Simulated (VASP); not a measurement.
Runs of VASP 6.6.1 on HfO2. The structure is that of space group Fm-3m (No. 225), or close to it. The cells are those of the table. 

```csv
task,level,spin,cell,k mesh,cutoff (eV),smearing,gap on the mesh (eV),pressure (GPa)
relaxation of cell and atoms,r2SCAN,off,"relaxed from a = 3.605 Å, angles 60.0°, 3 atoms",8 × 8 × 8,660,fermi-dirac 0.02 eV,(a),0.0
single point,r2SCAN,off,"a = 3.577 Å, angles 60.0°, 3 atoms",8 × 8 × 8,660,fermi-dirac 0.02 eV,4.32,-4.3
single point,r2SCAN,off,"a = 3.577 Å, angles 60.0°, 3 atoms",8 × 8 × 8,660,gaussian 0.01 eV,4.32,-4.3
dielectric tensor,r2SCAN,off,"a = 3.577 Å, angles 60.0°, 3 atoms",8 × 8 × 8,580,gaussian 0.01 eV,4.32,-
single point,PBE,off,"a = 3.577 Å, angles 60.0°, 3 atoms",6 × 6 × 6,600,gaussian 0.01 eV,3.82,1.9
single point,PBE,"non-collinear, zero start, SOC","a = 3.577 Å, angles 60.0°, 3 atoms",8 × 8 × 8,600,gaussian 0.01 eV,-,2.0
```

Alike in all rows: potentials or basis VASP PAW PBE potentials, release 64 (Hf_pv, O).

Fill in the values left out.

(a) 4.37.

Caveats: spin-orbit coupling is left out, which moves the levels of the heavy elements (at least some runs); the PAW data sets were made with another functional, which shifts forces and pressure a little (at least some runs); the cell stands under tension (at least some runs).

A k mesh can miss the band edges, and rows without SOC leave out spin-orbit coupling on Hf.
